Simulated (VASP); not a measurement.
# SrO (Fm-3m) in VASP: single point with HSE06

Aim: the single point of SrO with HSE06.

Everything below comes from runs of VASP 6.6.1. Logs are shortened: lines on timing, memory, paths and dates and some standing lists are left out, and cuts for length are marked.

## 1. The cell of the first run

The structure is cubic, space group Fm-3m (No. 225). The conventional cell has a = 5.071 Å, b = 5.071 Å, c = 5.071 Å, α = 90.00°, β = 90.00°, γ = 90.00°. Within 3.3 Å of Sr (site symmetry m-3m) lie 6 O at 2.54 Å. Within 3.3 Å of O (site symmetry m-3m) lie 6 Sr at 2.54 Å.

## 2. Single point, HSE06

POSCAR

```
SrO
1.0
    0.0000000000      2.5357135872      2.5357135872
    2.5357135872      0.0000000000      2.5357135872
    2.5357135872      2.5357135872      0.0000000000
Sr O
1 1
Direct
    0.0000000000      0.0000000000      0.0000000000
    0.5000000000      0.5000000000      0.5000000000
```

INCAR.step1

```
PREC     = Accurate       # precision mode
ENCUT    = 520            # plane-wave cutoff, eV
EDIFF    = 1E-5           # SCF threshold, eV
ISMEAR   = 0              # smearing method
SIGMA    = 0.01           # smearing width, eV
LREAL    = F              # projectors in reciprocal space
LASPH    = T              # aspherical terms in the spheres
NELM     = 120            # most SCF steps
ALGO     = Normal         # electronic algorithm
ISIF     = 2              # what is computed and relaxed
LWAVE    = T              # write WAVECAR
LCHARG   = F              # write CHGCAR
GGA      = PE             # functional
NBANDS   = 15             # bands
GGA_COMPAT= F
```

INCAR.step2

```
PREC     = Accurate       # precision mode
ENCUT    = 520            # plane-wave cutoff, eV
EDIFF    = 1E-6           # SCF threshold, eV
ISMEAR   = 0              # smearing method
SIGMA    = 0.01           # smearing width, eV
LREAL    = F              # projectors in reciprocal space
LASPH    = T              # aspherical terms in the spheres
NELM     = 120            # most SCF steps
ALGO     = Normal         # electronic algorithm
ISIF     = 2              # what is computed and relaxed
LWAVE    = F              # write WAVECAR
LCHARG   = F              # write CHGCAR
GGA      = PE             # functional
LHFCALC  = T              # exact exchange
HFSCREEN = 0.2079         # screening, 1/A
PRECFOCK = Normal       
ISTART   = 1            
NBANDS   = 15             # bands
GGA_COMPAT= F
```

KPOINTS

```
regular mesh
0
Gamma
  6 6 6
```

Potentials or basis: VASP PAW PBE potentials, release 64 (Sr_sv, O).

Command:

```sh
cat potpaw_PBE.64/Sr_sv/POTCAR potpaw_PBE.64/O/POTCAR > POTCAR
cp INCAR.step1 INCAR
mpirun -np 1 vasp_std > vasp.out
cp INCAR.step2 INCAR
mpirun -np 1 vasp_std > vasp.out
```

OUTCAR:

```text
PREC = Accurate
   ENCUT = 520
   EDIFF = 1E-6
   ISMEAR = 0
   LREAL = F
   LASPH = T
   NELM = 120
   ISIF = 2
   GGA = PE
   LHFCALC = T
   HFSCREEN = 0.2079
   PRECFOCK = Normal
   ISTART = 1

 ion  position               nearest neighbor table
   1  0.000  0.000  0.000-   2 2.54   2 2.54   2 2.54   2 2.54   2 2.54   2 2.54
   2  0.500  0.500  0.500-   1 2.54   1 2.54   1 2.54   1 2.54   1 2.54   1 2.54

  LATTYP: Found a face centered cubic cell.
 ALAT       =     5.0714271744

  Lattice vectors:

 A1 = (   0.0000000000,   2.5357135872,   2.5357135872)
 A2 = (   2.5357135872,   0.0000000000,   2.5357135872)
 A3 = (   2.5357135872,   2.5357135872,   0.0000000000)

Analysis of symmetry for initial positions (statically):
=====================================================================
 Subroutine PRICEL returns:
 Original cell was already a primitive cell.

 Routine SETGRP: Setting up the symmetry group for a
 face centered cubic supercell.

 Subroutine GETGRP returns: Found 48 space group operations
 (whereof 48 operations were pure point group operations)
 out of a pool of 48 trial point group operations.

The static configuration has the point symmetry O_h .

Analysis of symmetry for dynamics (positions and initial velocities):
=====================================================================
 Subroutine PRICEL returns:
 Original cell was already a primitive cell.

 Routine SETGRP: Setting up the symmetry group for a
 face centered cubic supercell.

 Subroutine GETGRP returns: Found 48 space group operations
 (whereof 48 operations were pure point group operations)
 out of a pool of 48 trial point group operations.

The dynamic configuration has the point symmetry O_h .

 Subroutine INISYM returns: Found 48 space group operations
 (whereof 48 operations are pure point group operations),
 and found     1 'primitive' translations

----------------------------------------------------------------------------------------

                                     Primitive cell

  volume of cell :      32.6085

  direct lattice vectors                    reciprocal lattice vectors
     0.000000000  2.535713587  2.535713587    -0.197183153  0.197183153  0.197183153
     2.535713587  0.000000000  2.535713587     0.197183153 -0.197183153  0.197183153
     2.535713587  2.535713587  0.000000000     0.197183153  0.197183153 -0.197183153

  length of vectors
     3.586040545  3.586040545  3.586040545     0.341531239  0.341531239  0.341531239

  position of ions in fractional coordinates (direct lattice)
     0.000000000  0.000000000  0.000000000
     0.500000000  0.500000000  0.500000000

  ion indices of the primitive-cell ions
   primitive index   ion index
                 1           1
                 2           2

----------------------------------------------------------------------------------------

 KPOINTS: regular mesh

Automatic generation of k-mesh.
 Grid dimensions read from file:
 generate k-points for:    6    6    6

 Generating k-lattice:

  Cartesian coordinates                     Fractional coordinates (reciprocal lattice)
    -0.032863859  0.032863859  0.032863859     0.166666667  0.000000000  0.000000000
     0.032863859 -0.032863859  0.032863859     0.000000000  0.166666667  0.000000000
     0.032863859  0.032863859 -0.032863859     0.000000000  0.000000000  0.166666667

  Length of vectors
     0.056921873  0.056921873  0.056921873

  Shift w.r.t. Gamma in fractional coordinates (k-lattice)
     0.000000000  0.000000000  0.000000000

 Subroutine IBZKPT returns following result:
 ===========================================

 Found     16 irreducible k-points:

 Following reciprocal coordinates:
            Coordinates               Weight
  0.000000  0.000000  0.000000      1.000000
  0.166667  0.000000  0.000000      8.000000
  0.333333  0.000000  0.000000      8.000000
  0.500000  0.000000  0.000000      4.000000
  0.166667  0.166667  0.000000      6.000000
  0.333333  0.166667  0.000000     24.000000
[... 8 lines left out ...]
 -0.333333  0.333333  0.166667     24.000000
 -0.333333  0.500000  0.166667     12.000000
   k-points           NKPTS =     16   k-points in BZ     NKDIM =    216   number of bands    NBANDS=     15
   number of dos      NEDOS =    301   number of ions     NIONS =      2
   total plane-waves  NPLWV =  21952
   dimension x,y,z NGX =    28 NGY =   28 NGZ =   28
   dimension x,y,z NGXF=    56 NGYF=   56 NGZF=   56
   ions per type =               1   1
   NGX,Y,Z   is equivalent  to a cutoff of  12.98, 12.98, 12.98 a.u.
   NGXF,Y,Z  is equivalent  to a cutoff of  25.96, 25.96, 25.96 a.u.
 SYSTEM =  unknown system
   PREC   = accura    normal or accurate (medium, high low for compatibility)
   ISTART =      1    job   : 0-new  1-cont  2-samecut
   ICHARG =      0    charge: 1-file 2-atom 10-const
   ISPIN  =      1    spin polarized calculation?
   LNONCOLLINEAR =      F non collinear calculations
   LSORBIT =      F    spin-orbit coupling
   LASPH  =      T    aspherical Exc in radial PAW
   ENCUT  =  520.0 eV  38.22 Ry    6.18 a.u.   6.67  6.67  6.67*2*pi/ulx,y,z
   NELM   =    120;   NELMIN=  2; NELMDL=  0     # of ELM steps
   EDIFF  = 0.1E-05   stopping-criterion for ELM
   LREAL  =      F    real-space projection
   EDIFFG = 0.1E-04   stopping-criterion for IOM
   NSW    =      0    number of steps for IOM
   IBRION =     -1    ionic relax: 0-MD 1-quasi-New 2-CG
   NFREE  =      0    steps in history (QN), initial steepest desc. (CG)
   ISIF   =      2    stress and relaxation
   ISYM   =      3    0-nonsym 1-usesym 2-fastsym
   POTIM  = 0.5000    time-step for ionic-motion
   TEBEG  =    0.0;   TEEND  =   0.0 temperature during run
   PSTRESS=    0.0 pullay stress
   NELECT =      16.0000    total number of electrons
   NUPDOWN=      -1.0000    fix difference up-down
   EMIN   =  10.00;   EMAX   =-10.00  energy-range for DOS
   EFERMI =   0.00;   METHOD = LEGACY
   ISMEAR =     0;   SIGMA  =   0.01  broadening in eV -4-tet -1-fermi 0-gaus
   EFERMI_NEDOS =   21; number of points for ismear=-14 and -15
   IALGO  =     38    algorithm
   IMIX   =      1    mixing-type and parameters
     AMIX     =   0.40;   BMIX     =  1.00
     AMIX_MAG =   1.60;   BMIX_MAG =  1.00
  volume/ion in A,a.u.               =      16.30       110.03
  Fermi-wavevector in a.u.,A,eV,Ry     =   1.291233  2.440077 22.684759  1.667283
  Thomas-Fermi vector in A             =   2.423016
   LORBIT       =      0    0 simple, 1 ext, 2 COOP (PROOUT), +10 PAW based schemes
   GGA     = PE    functional components
   LHFCALC =     T    Hartree Fock is set to
   PRECFOCK=normal    Normal, Fast or Accurate (Low or Medium for compatibility)
   ENCUT4O =  -1.0   cutoff for four orbital integrals eV
   NKREDX  =     1    reduce k-point grid by
   NKREDY  =     1    reduce k-point grid by
   NKREDZ  =     1    reduce k-point grid by
   AEXX    =    0.2500 exact exchange contribution
   HFSCREEN=    0.2079 screening length (either q_TF or 0.3 A-1)
   HFSCREENC=   0.2079 screening length for correlation (either q_TF or 0.3 A-1)
   ENCUTFOCK=  -1.0 apply spherical cutoff to Coloumb kernel
   IVDW    =     0    specifies the selected vdW correction
   LEPSILON=     F    determine dielectric tensor
   LRPA    =     F    only Hartree local field effects (RPA)
 non-spin polarized calculation
 Gauss-broadening in eV      SIGMA  =   0.01
  energy-cutoff  :      520.00
  volume of cell :       32.61
 maximum number of plane-waves:       899
 NGX is ok and might be reduce to    28
  NGX = 24; NGY = 24; NGZ = 24

 number of electron      15.9999995 magnetization

 Free energy of the ion-electron system (eV)
  ---------------------------------------------------
  ext. energy  EPLUGINS =         0.00000000
  ---------------------------------------------------
  free energy    TOTEN  =       -14.15209343 eV

  energy without entropy =      -14.15209343  energy(sigma->0) =      -14.15209343

 E-fermi :   0.8499     XC(G=0):  -8.4208

 val. band max:        0.7838553351   @ k =   0.0000   0.0000   0.0000
 cond. band min:       5.5094997904   @ k =   0.5000   0.5000   0.0000
 fundamental gap:      4.7256444552
 Fermi energy:         0.8499214383

 k-point     1 :       0.0000    0.0000    0.0000
  band No.  band energies     occupation
      1     -33.3928      2.00000
      2     -15.8301      2.00000
      3     -13.6924      2.00000
      4     -13.6924      2.00000
      5     -13.6924      2.00000
      6       0.7839      2.00000
      7       0.7839      2.00000
      8       0.7839      2.00000
      9       6.5843      0.00000
     10       8.7612      0.00000
     11       8.7612      0.00000
     12       8.7612      0.00000
     13      11.1055      0.00000
     14      11.1055      0.00000
     15      15.3000      0.00000

 k-point     2 :       0.1667    0.0000    0.0000
  band No.  band energies     occupation
      1     -33.3488      2.00000
      2     -16.2838      2.00000
      3     -13.7136      2.00000
      4     -13.7136      2.00000
      5     -13.3345      2.00000
      6       0.0392      2.00000
      7       0.4160      2.00000
      8       0.4160      2.00000
      9       7.7864      0.00000
     10       8.5303      0.00000
     11       9.3530      0.00000
     12       9.3530      0.00000
     13      11.9047      0.00000
     14      11.9047      0.00000
     15      17.1233      0.00000
[... 221 lines left out ...]
      3     -14.3358      2.00000
      4     -14.1875      2.00000
      5     -13.1674      2.00000
      6      -0.6755      2.00000
      7       0.0744      2.00000
      8       0.1554      2.00000
      9       8.7810      0.00000
     10       8.9002      0.00000
     11      11.9461      0.00000
     12      13.1127      0.00000
     13      14.6609      0.00000
     14      16.2308      0.00000
     15      16.9177      0.00000

 k-point    16 :      -0.3333    0.5000    0.1667
  band No.  band energies     occupation
      1     -33.1612      2.00000
      2     -16.2899      2.00000
      3     -14.6840      2.00000
      4     -14.3252      2.00000
      5     -13.4394      2.00000
      6      -0.2004      2.00000
      7       0.3509      2.00000
      8       0.4732      2.00000
      9       7.0224      0.00000
     10      10.2964      0.00000
     11      11.3873      0.00000
     12      14.1227      0.00000
     13      14.2354      0.00000
     14      16.1992      0.00000
     15      16.7225      0.00000

------------------------ aborting loop because EDIFF is reached ----------------------------------------

  FORCE on cell =-STRESS in cart. coord.  units (eV):
  Direction    XX          YY          ZZ          XY          YZ          ZX
  --------------------------------------------------------------------------------------
  -------------------------------------------------------------------------------------
  Total        1.1478232      1.1478232      1.1478232     -0.0000000     -0.0000000      0.0000000
  in kB       56.3968665     56.3968665     56.3968665     -0.0000000     -0.0000000      0.0000000
  external PRESSURE =      56.3968665 kB  Pullay stress =       0.0000000 kB

 VOLUME and BASIS-vectors are now :
 -----------------------------------------------------------------------------
  energy-cutoff  :      520.00
  volume of cell :       32.61
      direct lattice vectors                 reciprocal lattice vectors
     0.000000000  2.535713587  2.535713587    -0.197183153  0.197183153  0.197183153
     2.535713587  0.000000000  2.535713587     0.197183153 -0.197183153  0.197183153
     2.535713587  2.535713587  0.000000000     0.197183153  0.197183153 -0.197183153

 POSITION                                       TOTAL-FORCE (eV/Angst)
 -----------------------------------------------------------------------------------
      0.00000      0.00000      0.00000        -0.000000     -0.000000     -0.000000
      2.53571      2.53571      2.53571         0.000000      0.000000      0.000000
 -----------------------------------------------------------------------------------
    total drift:                               -0.000000     -0.000000     -0.000000

  FREE ENERGIE OF THE ION-ELECTRON SYSTEM (eV)
  ---------------------------------------------------
  free  energy   TOTEN  =       -14.1520934332 eV

  energy  without entropy=      -14.1520934332  energy(sigma->0) =      -14.15209343
```

Run time: 20 min. Hardware: 1 thread of AMD EPYC 9R45 (Zen 5), shared host; peak memory 0.24 GiB.

Results:

```yaml
Free_energy: -14.1521 eV
Pressure: 5.6 GPa
Band_gap_on_the_k_mesh: 4.73 eV (least direct gap 4.79 eV)
```

Levels at points of the mesh, in eV from the valence-band top:
```
           k point  band 5  band 6  band 7  band 8  band 9  band 10  band 11  band 12
(0.00, 0.00, 0.00)  -14.48    0.00    0.00    0.00    5.80     7.98     7.98     7.98
(0.50, 0.00, 0.00)  -13.44   -2.35   -1.29   -1.29    8.45    10.35    10.97    10.97
(0.50, 0.50, 0.00)  -14.92   -0.40   -0.07   -0.07    4.73     9.91    12.34    12.57
```

Caveat: the cell stands under pressure; the PAW data sets were made with another functional, which shifts forces and pressure a little. A k mesh can miss the band edges.
